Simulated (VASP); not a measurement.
# Cu3Au (Pm-3m) in VASP: further runs

The runs below take Cu3Au through single point, with HSE06, PBEsol-based screened hybrid with 25 % exact exchange.

Program: VASP 6.6.1. These are calculated values, not measurements. Logs are shortened: lines on timing, memory, paths and dates and some standing lists are left out, and cuts for length are marked.

## Step 1: The cell of the first run

It takes space group Pm-3m (No. 221, cubic). Conventional cell: a = 3.740 Å, b = 3.740 Å, c = 3.740 Å, α = 90.00°, β = 90.00°, γ = 90.00°. Within 3.5 Å of Au (site symmetry m-3m) lie 12 Cu at 2.64 Å. Cu (site symmetry 4/mmm) has 4 Au at 2.64 Å and 8 Cu at 2.64 Å within 3.5 Å.

## Step 2: Single point, HSE06

The input, POSCAR:

```
Cu3Au
1.0
    3.7400000000      0.0000000000      0.0000000000
    0.0000000000      3.7400000000      0.0000000000
    0.0000000000      0.0000000000      3.7400000000
Au Cu
1 3
Direct
    0.0000000000      0.0000000000      0.0000000000
    0.5000000000      0.5000000000      0.0000000000
    0.5000000000      0.0000000000      0.5000000000
    0.0000000000      0.5000000000      0.5000000000
```

The input, INCAR.step1:

```
SYSTEM = Cu3Au
ALGO = Normal ; EDIFF = 1E-5
ENCUT = 520 ; GGA = PE
GGA_COMPAT = .FALSE. ; ISIF = 2
ISMEAR = -1 ; LASPH = .TRUE.
LREAL = .FALSE. ; LWAVE = .TRUE.
NBANDS = 30 ; NELM = 120
PREC = Accurate ; SIGMA = 0.05
```

The input, INCAR.step2:

```
SYSTEM = Cu3Au
ALGO = Normal ; EDIFF = 1E-6
ENCUT = 520 ; GGA = PE
GGA_COMPAT = .FALSE. ; HFSCREEN = 0.2079
ISIF = 2 ; ISMEAR = -1
ISTART = 1 ; LASPH = .TRUE.
LCHARG = .TRUE. ; LELF = .TRUE.
LHFCALC = .TRUE. ; LREAL = .FALSE.
LVHAR = .TRUE. ; LWAVE = .FALSE.
NBANDS = 30 ; NELM = 120
PREC = Accurate ; PRECFOCK = Normal
SIGMA = 0.05
```

The input, KPOINTS:

```
k-points
0
G
  4 4 4
  0 0 0
```

Potentials or basis: VASP PAW PBE potentials, release 64 (Au, Cu).

Launch:

```sh
cat potpaw_PBE.64/Au/POTCAR potpaw_PBE.64/Cu/POTCAR > POTCAR
cp INCAR.step1 INCAR
mpirun -np 1 vasp_std > vasp.out
cp INCAR.step2 INCAR
mpirun -np 1 vasp_std > vasp.out
```

OUTCAR:

```text
SYSTEM = Cu3Au
   EDIFF = 1E-6
   ENCUT = 520
   GGA = PE
   HFSCREEN = 0.2079
   ISIF = 2
   ISMEAR = -1
   ISTART = 1
   LASPH = .TRUE.
   LHFCALC = .TRUE.
   LREAL = .FALSE.
   NELM = 120
   PREC = Accurate
   PRECFOCK = Normal

 ion  position               nearest neighbor table
   1  0.000  0.000  0.000-   2 2.64   3 2.64   4 2.64   3 2.64   4 2.64   2 2.64   4 2.64   4 2.64
                             2 2.64   3 2.64   3 2.64   2 2.64
   2  0.500  0.500  0.000-   1 2.64   3 2.64   4 2.64   3 2.64   4 2.64   1 2.64   3 2.64   3 2.64
                             1 2.64   4 2.64   4 2.64   1 2.64
   3  0.500  0.000  0.500-   1 2.64   2 2.64   4 2.64   1 2.64   2 2.64   2 2.64   4 2.64   2 2.64
                             1 2.64   4 2.64   1 2.64   4 2.64
   4  0.000  0.500  0.500-   1 2.64   2 2.64   3 2.64   1 2.64   2 2.64   1 2.64   3 2.64   1 2.64
                             2 2.64   3 2.64   2 2.64   3 2.64

  LATTYP: Found a simple cubic cell.
 ALAT       =     3.7400000000

  Lattice vectors:

 A1 = (   3.7400000000,   0.0000000000,   0.0000000000)
 A2 = (   0.0000000000,   3.7400000000,   0.0000000000)
 A3 = (   0.0000000000,   0.0000000000,   3.7400000000)

Analysis of symmetry for initial positions (statically):
=====================================================================
 Subroutine PRICEL returns:
 Original cell was already a primitive cell.

 Routine SETGRP: Setting up the symmetry group for a
 simple cubic supercell.

 Subroutine GETGRP returns: Found 48 space group operations
 (whereof 48 operations were pure point group operations)
 out of a pool of 48 trial point group operations.

The static configuration has the point symmetry O_h .

Analysis of symmetry for dynamics (positions and initial velocities):
=====================================================================
 Subroutine PRICEL returns:
 Original cell was already a primitive cell.

 Routine SETGRP: Setting up the symmetry group for a
 simple cubic supercell.

 Subroutine GETGRP returns: Found 48 space group operations
 (whereof 48 operations were pure point group operations)
 out of a pool of 48 trial point group operations.

The dynamic configuration has the point symmetry O_h .

 Subroutine INISYM returns: Found 48 space group operations
 (whereof 48 operations are pure point group operations),
 and found     1 'primitive' translations

----------------------------------------------------------------------------------------

                                     Primitive cell

  volume of cell :      52.3136

  direct lattice vectors                    reciprocal lattice vectors
     3.740000000  0.000000000  0.000000000     0.267379679  0.000000000  0.000000000
     0.000000000  3.740000000  0.000000000     0.000000000  0.267379679  0.000000000
     0.000000000  0.000000000  3.740000000     0.000000000  0.000000000  0.267379679

  length of vectors
     3.740000000  3.740000000  3.740000000     0.267379679  0.267379679  0.267379679

  position of ions in fractional coordinates (direct lattice)
     0.000000000  0.000000000  0.000000000
     0.500000000  0.500000000  0.000000000
     0.500000000  0.000000000  0.500000000
     0.000000000  0.500000000  0.500000000

  ion indices of the primitive-cell ions
   primitive index   ion index
                 1           1
                 2           2
                 3           3
                 4           4

----------------------------------------------------------------------------------------

 KPOINTS: k-points

Automatic generation of k-mesh.
 Grid dimensions read from file:
 generate k-points for:    4    4    4

 Generating k-lattice:

  Cartesian coordinates                     Fractional coordinates (reciprocal lattice)
     0.066844920  0.000000000  0.000000000     0.250000000  0.000000000  0.000000000
     0.000000000  0.066844920  0.000000000     0.000000000  0.250000000  0.000000000
     0.000000000  0.000000000  0.066844920     0.000000000  0.000000000  0.250000000

  Length of vectors
     0.066844920  0.066844920  0.066844920

  Shift w.r.t. Gamma in fractional coordinates (k-lattice)
     0.000000000  0.000000000  0.000000000

 Subroutine IBZKPT returns following result:
 ===========================================

 Found     10 irreducible k-points:

 Following reciprocal coordinates:
            Coordinates               Weight
  0.000000  0.000000  0.000000      1.000000
  0.250000  0.000000  0.000000      6.000000
  0.500000  0.000000  0.000000      3.000000
  0.250000  0.250000  0.000000     12.000000
  0.500000  0.250000  0.000000     12.000000
  0.500000  0.500000  0.000000      3.000000
  0.250000  0.250000  0.250000      8.000000
  0.500000  0.250000  0.250000     12.000000
  0.500000  0.500000  0.250000      6.000000
  0.500000  0.500000  0.500000      1.000000
   k-points           NKPTS =     10   k-points in BZ     NKDIM =     64   number of bands    NBANDS=     30
   number of dos      NEDOS =    301   number of ions     NIONS =      4
   total plane-waves  NPLWV =  21952
   dimension x,y,z NGX =    28 NGY =   28 NGZ =   28
   dimension x,y,z NGXF=    56 NGYF=   56 NGZF=   56
   ions per type =               1   3
   NGX,Y,Z   is equivalent  to a cutoff of  12.45, 12.45, 12.45 a.u.
   NGXF,Y,Z  is equivalent  to a cutoff of  24.89, 24.89, 24.89 a.u.
 SYSTEM =  Cu3Au
   PREC   = accura    normal or accurate (medium, high low for compatibility)
   ISTART =      1    job   : 0-new  1-cont  2-samecut
   ICHARG =      0    charge: 1-file 2-atom 10-const
   ISPIN  =      1    spin polarized calculation?
   LNONCOLLINEAR =      F non collinear calculations
   LSORBIT =      F    spin-orbit coupling
   LASPH  =      T    aspherical Exc in radial PAW
   ENCUT  =  520.0 eV  38.22 Ry    6.18 a.u.   6.95  6.95  6.95*2*pi/ulx,y,z
   NELM   =    120;   NELMIN=  2; NELMDL=  0     # of ELM steps
   EDIFF  = 0.1E-05   stopping-criterion for ELM
   LREAL  =      F    real-space projection
   EDIFFG = 0.1E-04   stopping-criterion for IOM
   NSW    =      0    number of steps for IOM
   IBRION =     -1    ionic relax: 0-MD 1-quasi-New 2-CG
   NFREE  =      0    steps in history (QN), initial steepest desc. (CG)
   ISIF   =      2    stress and relaxation
   ISYM   =      3    0-nonsym 1-usesym 2-fastsym
   POTIM  = 0.5000    time-step for ionic-motion
   TEBEG  =    0.0;   TEEND  =   0.0 temperature during run
   PSTRESS=    0.0 pullay stress
   NELECT =      44.0000    total number of electrons
   NUPDOWN=      -1.0000    fix difference up-down
   EMIN   =  10.00;   EMAX   =-10.00  energy-range for DOS
   EFERMI =   0.00;   METHOD = LEGACY
   ISMEAR =    -1;   SIGMA  =   0.05  broadening in eV -4-tet -1-fermi 0-gaus
   EFERMI_NEDOS =   21; number of points for ismear=-14 and -15
   IALGO  =     38    algorithm
   IMIX   =      1    mixing-type and parameters
     AMIX     =   0.40;   BMIX     =  1.00
     AMIX_MAG =   1.60;   BMIX_MAG =  1.00
  volume/ion in A,a.u.               =      13.08        88.26
  Fermi-wavevector in a.u.,A,eV,Ry     =   1.545328  2.920247 32.491255  2.388040
  Thomas-Fermi vector in A             =   2.650723
   LORBIT       =      0    0 simple, 1 ext, 2 COOP (PROOUT), +10 PAW based schemes
   GGA     = PE    functional components
   LHFCALC =     T    Hartree Fock is set to
   PRECFOCK=normal    Normal, Fast or Accurate (Low or Medium for compatibility)
   ENCUT4O =  -1.0   cutoff for four orbital integrals eV
   NKREDX  =     1    reduce k-point grid by
   NKREDY  =     1    reduce k-point grid by
   NKREDZ  =     1    reduce k-point grid by
   AEXX    =    0.2500 exact exchange contribution
   HFSCREEN=    0.2079 screening length (either q_TF or 0.3 A-1)
   HFSCREENC=   0.2079 screening length for correlation (either q_TF or 0.3 A-1)
   ENCUTFOCK=  -1.0 apply spherical cutoff to Coloumb kernel
   IVDW    =     0    specifies the selected vdW correction
   LEPSILON=     F    determine dielectric tensor
   LRPA    =     F    only Hartree local field effects (RPA)
 non-spin polarized calculation
  energy-cutoff  :      520.00
  volume of cell :       52.31
 maximum number of plane-waves:      1422
 NGX is ok and might be reduce to    28
  NGX = 24; NGY = 24; NGZ = 24

 number of electron      44.0000060 magnetization

 Free energy of the ion-electron system (eV)
  ---------------------------------------------------
  ext. energy  EPLUGINS =         0.00000000
  ---------------------------------------------------
  free energy    TOTEN  =       -14.58887943 eV

  energy without entropy =      -14.57327915  energy(sigma->0) =      -14.58107929

 E-fermi :   8.0746     XC(G=0): -10.3401

 val. band max:        7.9595784622   @ k =   0.5000   0.5000   0.2500
 cond. band min:       8.0998125666   @ k =   0.2500   0.2500   0.0000
 fundamental gap:      0.1402341044
 Fermi energy:         8.0745957955

 k-point     1 :       0.0000    0.0000    0.0000
  band No.  band energies     occupation
      1      -2.5993      2.00000
      2       0.2970      2.00000
      3       0.2970      2.00000
      4       1.1419      2.00000
      5       1.1419      2.00000
      6       1.1419      2.00000
[... 22 lines left out ...]
     29      20.3243      0.00000
     30      20.3243      0.00000

 k-point     2 :       0.2500    0.0000    0.0000
  band No.  band energies     occupation
      1      -1.7786      2.00000
      2       0.5727      2.00000
      3       0.6893      2.00000
      4       1.3027      2.00000
      5       1.3820      2.00000
      6       1.3820      2.00000
[... 22 lines left out ...]
     29      19.3219      0.00000
     30      19.3242      0.00000

 k-point     3 :       0.5000    0.0000    0.0000
  band No.  band energies     occupation
      1      -0.3510      2.00000
      2       0.8985      2.00000
      3       1.0347      2.00000
      4       1.5025      2.00000
      5       1.7666      2.00000
      6       1.7666      2.00000
[... 220 lines left out ...]
     29      24.2584      0.00000
     30      24.2591      0.00000

 k-point    10 :       0.5000    0.5000    0.5000
  band No.  band energies     occupation
      1       0.3930      2.00000
      2       0.3930      2.00000
      3       0.3930      2.00000
      4       1.4930      2.00000
      5       2.3935      2.00000
      6       2.3935      2.00000
[... 22 lines left out ...]
     29      27.4354      0.00000
     30      27.4354      0.00000

------------------------ aborting loop because EDIFF is reached ----------------------------------------

  FORCE on cell =-STRESS in cart. coord.  units (eV):
  Direction    XX          YY          ZZ          XY          YZ          ZX
  --------------------------------------------------------------------------------------
  -------------------------------------------------------------------------------------
  Total        1.0323037      1.0323037      1.0323037      0.0000000      0.0000000     -0.0000000
  in kB       31.6157331     31.6157331     31.6157331      0.0000000      0.0000000     -0.0000000
  external PRESSURE =      31.6157331 kB  Pullay stress =       0.0000000 kB

 VOLUME and BASIS-vectors are now :
 -----------------------------------------------------------------------------
  energy-cutoff  :      520.00
  volume of cell :       52.31
      direct lattice vectors                 reciprocal lattice vectors
     3.740000000  0.000000000  0.000000000     0.267379679  0.000000000  0.000000000
     0.000000000  3.740000000  0.000000000     0.000000000  0.267379679  0.000000000
     0.000000000  0.000000000  3.740000000     0.000000000  0.000000000  0.267379679

 POSITION                                       TOTAL-FORCE (eV/Angst)
 -----------------------------------------------------------------------------------
      0.00000      0.00000      0.00000         0.000000      0.000000      0.000000
      1.87000      1.87000      0.00000         0.000000      0.000000      0.000000
      1.87000      0.00000      1.87000         0.000000      0.000000      0.000000
      0.00000      1.87000      1.87000         0.000000      0.000000      0.000000
 -----------------------------------------------------------------------------------
    total drift:                                0.000015      0.000010      0.000002

  FREE ENERGIE OF THE ION-ELECTRON SYSTEM (eV)
  ---------------------------------------------------
  free  energy   TOTEN  =       -14.5888794275 eV

  energy  without entropy=      -14.5732791472  energy(sigma->0) =      -14.58107929
```

It took 2 h on 1 thread of AMD EPYC 7R43 (Zen 3), shared host; peak memory 0.26 GiB.

What came out:

* Free energy: -14.5889 eV
* Pressure: 3.2 GPa
* Band gap on the k mesh: zero (bands 22 and 23 overlap by 2.80 eV)

Levels at points of the mesh, in eV from the Fermi level:
| k point | band 20 | band 21 | band 22 | band 23 | band 24 | band 25 |
| --- | --- | --- | --- | --- | --- | --- |
| (0.00, 0.00, 0.00) | -2.38 | -2.38 | 1.67 | 1.67 | 1.67 | 6.94 |
| (0.50, 0.00, 0.00) | -3.28 | -2.77 | -2.40 | 6.58 | 6.58 | 7.49 |
| (0.50, 0.50, 0.00) | -3.47 | -1.06 | -1.06 | -0.87 | 0.32 | 9.63 |
| (0.50, 0.50, 0.50) | -2.74 | -1.13 | -1.13 | -1.13 | -1.03 | 2.91 |

Caveat: the k points lie up to 0.42 Å⁻¹ apart, too coarse for converged energies and pressures of a metal; the PAW data sets were made with another functional, which shifts forces and pressure a little; spin-orbit coupling is left out, which moves the levels of the heavy elements.

## Step 3: Single point, PBEsol-based screened hybrid with 25 % exact exchange

POSCAR is that of step 2.

The input, INCAR.step1:

```
ALGO = Normal
EDIFF = 1E-5
ENCUT = 520
GGA = PE
GGA_COMPAT = F
ISIF = 2
ISMEAR = -1
LASPH = T
LCHARG = F
LREAL = F
LWAVE = T
NBANDS = 30
NELM = 120
PREC = Accurate
SIGMA = 0.05
```

The input, INCAR.step2:

```
AEXX = 0.25
ALGO = Normal
EDIFF = 1E-6
ENCUT = 520
GGA = PS
GGA_COMPAT = F
HFSCREEN = 0.207
ISIF = 2
ISMEAR = -1
ISTART = 1
LASPH = T
LCHARG = F
LHFCALC = T
LREAL = F
LWAVE = F
NBANDS = 30
NELM = 120
PREC = Accurate
PRECFOCK = Normal
SIGMA = 0.05
```

The input, KPOINTS:

```
k-points
0
Gamma
  4 4 4
```

Potentials or basis: VASP PAW PBE potentials, release 64 (Au, Cu).

Launch:

```sh
cat potpaw_PBE.64/Au/POTCAR potpaw_PBE.64/Cu/POTCAR > POTCAR
cp INCAR.step1 INCAR
mpirun -np 1 vasp_std > vasp.out
cp INCAR.step2 INCAR
mpirun -np 1 vasp_std > vasp.out
```

Wall time 56 min (1 thread of Intel Xeon Platinum 8375C at 2.90GHz (Ice Lake), shared host); peak memory 0.3 GiB.

The run converged. Its results:

```yaml
Free_energy: -16.3316 eV
Pressure: -2.6 GPa
Band_gap_on_the_k_mesh: zero (bands 22 and 23 overlap by 2.79 eV)
```

Levels at points of the mesh, in eV from the Fermi level:
| k point | band 18 | band 19 | band 20 | band 21 | band 22 | band 23 | band 24 | band 25 | band 26 | band 27 |
| --- | --- | --- | --- | --- | --- | --- | --- | --- | --- | --- |
| (0.00, 0.00, 0.00) | -2.74 | -2.36 | -2.36 | -2.36 | 1.66 | 1.66 | 1.66 | 6.95 | 8.67 | 8.67 |
| (0.50, 0.00, 0.00) | -3.57 | -3.30 | -3.26 | -2.75 | -2.38 | 6.58 | 6.58 | 7.49 | 7.49 | 8.32 |
| (0.50, 0.50, 0.00) | -3.58 | -3.47 | -3.46 | -1.06 | -1.06 | -0.85 | 0.33 | 9.63 | 10.66 | 10.66 |
| (0.50, 0.50, 0.50) | -2.75 | -2.72 | -2.72 | -1.14 | -1.14 | -1.14 | -1.03 | 2.93 | 4.97 | 4.97 |

Caveat: the k points lie up to 0.42 Å⁻¹ apart, too coarse for converged energies and pressures of a metal; the PAW data sets were made with another functional, which shifts forces and pressure a little; spin-orbit coupling is left out, which moves the levels of the heavy elements.

The gap in the log of VASP goes by the Fermi energy; the results here count the filled bands.